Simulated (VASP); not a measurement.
# Be12Br in VASP: a series of runs, part 3 of 3

VASP 6.6.1. Earlier steps stand in the parts before.

## Step 5: Single point, PBE

INCAR reads:

```
ALGO = Normal
EDIFF = 1E-6
ENCUT = 520
GGA = PE
ISIF = 2
ISMEAR = 0
LASPH = True
LCHARG = True
LELF = True
LREAL = False
LVHAR = True
LWAVE = False
NBANDS = 28
NELM = 80
PREC = Accurate
SIGMA = 0.15
```

KPOINTS reads:

```
k-points
0
Gamma
  5 5 1
```

POSCAR reads:

```
Be12Br
1.0
    4.5800000000      0.0000000000      0.0000000000
    2.2900000000      3.9663960000      0.0000000000
    0.0000000000      0.0000000000     15.5884300000
Be Br
12 1
Direct
    0.0000000000      0.0000000000      0.0641500780
    0.5000000000      0.0000000000      0.0641500780
    0.0000000000      0.5000000000      0.0641500780
    0.5000000000      0.5000000000      0.0641500780
   -0.1686953028      0.3291796886      0.1824054764
    0.3346786920      0.3327360657      0.1862762959
   -0.1686812819      0.8396743543      0.1824582719
    0.3358714066      0.8321130820      0.1788850449
    0.0080588358     -0.0038395057      0.2942507360
    0.5022614335     -0.0096800723      0.3070422102
   -0.0107003417      0.5053945698      0.2923910233
    0.5023304551      0.5076124522      0.3070396441
    0.5142633108      0.2429401905      0.4314762295
```

Potentials or basis: VASP PAW PBE potentials, release 64 (Be, Br).

The run is started by

```
$ cat potpaw_PBE.64/Be/POTCAR potpaw_PBE.64/Br/POTCAR > POTCAR
$ mpirun -np 1 vasp_std > vasp.out
```

OUTCAR:

```text
EDIFF = 1E-6
   ENCUT = 520
   GGA = PE
   ISIF = 2
   ISMEAR = 0
   LASPH = True
   LREAL = False
   NELM = 80
   PREC = Accurate

 ion  position               nearest neighbor table
   1  0.000  0.000  0.064-   8 2.23   5 2.26   7 2.26   3 2.29   3 2.29   4 2.29   4 2.29   2 2.29
                             2 2.29
   2  0.500  0.000  0.064-   8 2.22   7 2.26   4 2.29   3 2.29   4 2.29   3 2.29   1 2.29   1 2.29
                             6 2.32
   3  0.000  0.500  0.064-   5 2.28   7 2.28   1 2.29   1 2.29   2 2.29   2 2.29   4 2.29   4 2.29
                             6 2.32
   4  0.500  0.500  0.064-   8 2.22   5 2.26   2 2.29   1 2.29   2 2.29   1 2.29   3 2.29   3 2.29
                             6 2.32
   5  0.831  0.329  0.182-  11 2.17   9 2.19   7 2.24   1 2.26   4 2.26   6 2.27   3 2.28   8 2.29
                             8 2.29   6 2.31   7 2.34  12 2.34
   6  0.335  0.333  0.186-  11 2.15   7 2.27   5 2.27   8 2.29   8 2.29   7 2.31   5 2.31   4 2.32
                             2 2.32   3 2.32  10 2.32  12 2.32
   7  0.831  0.840  0.182-  11 2.17   9 2.19   5 2.24   1 2.26   2 2.26   6 2.27   3 2.28   8 2.29
                             8 2.29   6 2.31   5 2.34  10 2.34
   8  0.336  0.832  0.179-   9 2.22   2 2.22   4 2.22   1 2.23   5 2.29   7 2.29   6 2.29   6 2.29
                             7 2.29   5 2.29  12 2.38  10 2.38
   9  0.008  0.996  0.294-   7 2.19   5 2.19   8 2.22  10 2.26  12 2.26  11 2.29  11 2.29  12 2.34
                            10 2.34
  10  0.502  0.990  0.307-  12 2.21  11 2.24   9 2.26  13 2.27   6 2.32   9 2.34   7 2.34  11 2.37
                            12 2.37   8 2.38
  11  0.989  0.505  0.292-   6 2.15   7 2.17   5 2.17  12 2.24  10 2.24   9 2.29   9 2.29  10 2.37
                            12 2.37
  12  0.502  0.508  0.307-  10 2.21  11 2.24   9 2.26  13 2.27   6 2.32   9 2.34   5 2.34  11 2.37
                            10 2.37   8 2.38
  13  0.514  0.243  0.431-  10 2.27  12 2.27

  LATTYP: Found a hexagonal cell.
 ALAT       =     4.5799996975
 C/A-ratio  =     3.4035875611

  Lattice vectors:

[... 174 lines left out ...]
  volume of cell :      283.18
 maximum number of plane-waves:      7731
 NGX is ok and might be reduce to    36
   NGX = 17   NGY = 17   NGZ = 57

 number of electron      30.9999999 magnetization

 Free energy of the ion-electron system (eV)
  ---------------------------------------------------
  ext. energy  EPLUGINS =         0.00000000
  ---------------------------------------------------
  free energy    TOTEN  =       -44.03330021 eV

  energy without entropy =      -44.01392639  energy(sigma->0) =      -44.02361330

 E-fermi :  -0.2858     XC(G=0):  -5.6913

 val. band max:       -0.3441806490   @ k =   0.4000   0.4000   0.0000
 cond. band min:      -0.0266407460   @ k =   0.0000   0.2000   0.0000
 fundamental gap:      0.3175399031
 Fermi energy:        -0.2857510926

 k-point     1 :       0.0000    0.0000    0.0000
  band No.  band energies     occupation
      1     -16.0711      2.00000
      2      -9.9764      2.00000
      3      -7.8584      2.00000
      4      -5.5348      2.00000
      5      -4.0927      2.00000
      6      -3.8660      2.00000
[... 379 lines left out ...]
     26       5.8372      0.00000
     27       6.1659      0.00000
 [bands above 27 left out]

------------------------ aborting loop because EDIFF is reached ----------------------------------------

  FORCE on cell =-STRESS in cart. coord.  units (eV):
  Direction    XX          YY          ZZ          XY          YZ          ZX
  --------------------------------------------------------------------------------------
  -------------------------------------------------------------------------------------
  Total       -6.9016828     -6.8720925      0.0852831      0.0288234     -0.0043455     -0.0053454
  in kB      -39.0482568    -38.8808414      0.4825137      0.1630765     -0.0245857     -0.0302433
  external PRESSURE =     -25.8155282 kB  Pullay stress =       0.0000000 kB

 VOLUME and BASIS-vectors are now :
 -----------------------------------------------------------------------------
  energy-cutoff  :      520.00
  volume of cell :      283.18
      direct lattice vectors                 reciprocal lattice vectors
     4.580000000  0.000000000  0.000000000     0.218340611 -0.126059022  0.000000000
     2.290000000  3.966396000  0.000000000     0.000000000  0.252118044  0.000000000
     0.000000000  0.000000000 15.588430000     0.000000000  0.000000000  0.064150142

 POSITION                                       TOTAL-FORCE (eV/Angst)
 -----------------------------------------------------------------------------------
      0.00000      0.00000      1.00000        -0.156886      0.090342     -0.079353
      2.29000      0.00000      1.00000         0.145080      0.230087      0.023156
      1.14500      1.98320      1.00000         0.140746     -0.079462      0.012299
      3.43500      1.98320      1.00000        -0.126963     -0.239176      0.022770
      4.56120      1.30566      2.84342        -0.001219      0.002253      0.000878
      2.29479      1.31976      2.90375         0.001043     -0.001225     -0.001011
      5.73029      3.33048      2.84424        -0.003300     -0.000614     -0.003204
      3.44383      3.30049      2.78854         0.001708     -0.000665      0.002309
      2.31812      3.95117      4.58691        -0.000946     -0.002117      0.006075
      4.56819      3.92800      4.78631        -0.000386      0.000289     -0.001090
      5.68835      2.00460      4.55792         0.003837     -0.000600      0.009651
      3.46311      2.01339      4.78627        -0.002433      0.000159     -0.000928
      2.91166      0.96360      6.72604        -0.000281      0.000728      0.008449
 -----------------------------------------------------------------------------------
    total drift:                                0.000005     -0.000003     -0.000012

  FREE ENERGIE OF THE ION-ELECTRON SYSTEM (eV)
  ---------------------------------------------------
  free  energy   TOTEN  =       -44.0333002102 eV

  energy  without entropy=      -44.0139263926  energy(sigma->0) =      -44.02361330
```

It took 2.9 min on 1 thread of Intel Xeon Platinum 8488C (Sapphire Rapids), shared host; peak memory 0.4 GiB.

Results:

```
Free energy            : -44.0333 eV
Largest force          : 0.273 eV/Å
Band gap on the k mesh : zero (an odd number of electrons rules out a gap without spin polarisation)
```

Forces in eV/Å, atoms in the order of the input:
```
Be  -0.157  0.090 -0.079
Be   0.145  0.230  0.023
Be   0.141 -0.079  0.012
Be  -0.127 -0.239  0.023
Be  -0.001  0.002  0.001
Be   0.001 -0.001 -0.001
Be  -0.003 -0.001 -0.003
Be   0.002 -0.001  0.002
Be  -0.001 -0.002  0.006
Be   0.000  0.000 -0.001
Be   0.004 -0.001  0.010
Be  -0.002  0.000 -0.001
Br   0.000  0.001  0.008
```

Caveat: there is no dipole correction, which matters where the two faces differ; an odd number of electrons without spin polarisation forces a metal; a magnetic or distorted state may lie lower.

## Step 6: Single point, PBE

INCAR reads:

```
SYSTEM = Be12Br
PREC = Accurate ; ENCUT = 520
EDIFF = 1E-6 ; ISMEAR = 0
SIGMA = 0.15 ; LREAL = .False.
LASPH = .True. ; NELM = 80
ALGO = Normal ; ISIF = 2
LWAVE = .False. ; LCHARG = .True.
GGA = PE ; LELF = .True.
LVHAR = .True. ; NBANDS = 28
```

KPOINTS reads:

```
regular mesh
0
Gamma
  5 5 1
  0 0 0
```

POSCAR reads:

```
Be12Br
1.0
    4.5800000000      0.0000000000      0.0000000000
    2.2900000000      3.9663960000      0.0000000000
    0.0000000000      0.0000000000     15.5884300000
Be Br
12 1
Direct
    0.0000000000      0.0000000000      0.0641500780
    0.5000000000      0.0000000000      0.0641500780
    0.0000000000      0.5000000000      0.0641500780
    0.5000000000      0.5000000000      0.0641500780
   -0.1726227479      0.3310219151      0.1832326925
    0.3340314677      0.3330645755      0.1854037899
   -0.1725952024      0.8417318896      0.1832460357
    0.3324442596      0.8338302580      0.1781677180
   -0.0005586500      0.0004094397      0.3003558408
    0.4920998075     -0.0036786544      0.3063348265
   -0.0121958665      0.5061458816      0.2897026192
    0.4921612265      0.5117146649      0.3063092306
    0.5895579175      0.2052243397      0.4296535956
```

Potentials or basis: VASP PAW PBE potentials, release 64 (Be, Br).

The run is started by

```
$ cat potpaw_PBE.64/Be/POTCAR potpaw_PBE.64/Br/POTCAR > POTCAR
$ mpirun -np 1 vasp_std > vasp.out
```

It took 2.8 min on 1 thread of Intel Xeon Platinum 8488C (Sapphire Rapids), shared host; peak memory 0.39 GiB.

The run converged. Its results:

- Free energy: -44.0795 eV
- Largest force: 0.262 eV/Å
- Band gap on the k mesh: zero (an odd number of electrons rules out a gap without spin polarisation)

Forces on the atoms (eV/Å):
```
Be  -0.219  0.127 -0.067
Be   0.165  0.196  0.006
Be   0.058 -0.032  0.033
Be  -0.087 -0.240  0.006
Be  -0.012  0.006  0.007
Be  -0.001 -0.001 -0.011
Be  -0.013  0.007  0.007
Be  -0.008  0.005 -0.005
Be  -0.023  0.012  0.076
Be  -0.025  0.017 -0.011
Be  -0.002  0.002 -0.019
Be  -0.029  0.013 -0.009
Br   0.195 -0.111 -0.014
```

Levels at points of the mesh, in eV from the Fermi level:
| k point | band 12 | band 13 | band 14 | band 15 | band 16 | band 17 | band 18 | band 19 | band 20 | band 21 |
| --- | --- | --- | --- | --- | --- | --- | --- | --- | --- | --- |
| (0.00, 0.00, 0.00) | -2.04 | -1.78 | -1.73 | -1.71 | -1.68 | -0.07 | 2.59 | 2.66 | 2.88 | 3.70 |

Caveat: there is no dipole correction, which matters where the two faces differ; an odd number of electrons without spin polarisation forces a metal; a magnetic or distorted state may lie lower.

## Step 7: The runs side by side

```csv
cell,gap on the mesh (eV),largest force (eV/Å)
"as given, atomic positions A",none,0.27
"as given, atomic positions B",none,0.29
"as given, atomic positions C",none,0.30
"as given, atomic positions D",none,0.27
"as given, atomic positions E",none,0.26
```

Alike in all rows: task single point; level PBE; potentials or basis VASP PAW PBE potentials, release 64 (Be, Br); no spin polarisation; k mesh 5 × 5 × 1; cutoff (eV) 520; smearing gaussian 0.15 eV.

Caveats: there is no dipole correction, which matters where the two faces differ; an odd number of electrons without spin polarisation forces a metal; a magnetic or distorted state may lie lower.

Absolute energies hang on the potentials; compare differences alone.

The gap in the log of VASP goes by the Fermi energy; the results here count the filled bands.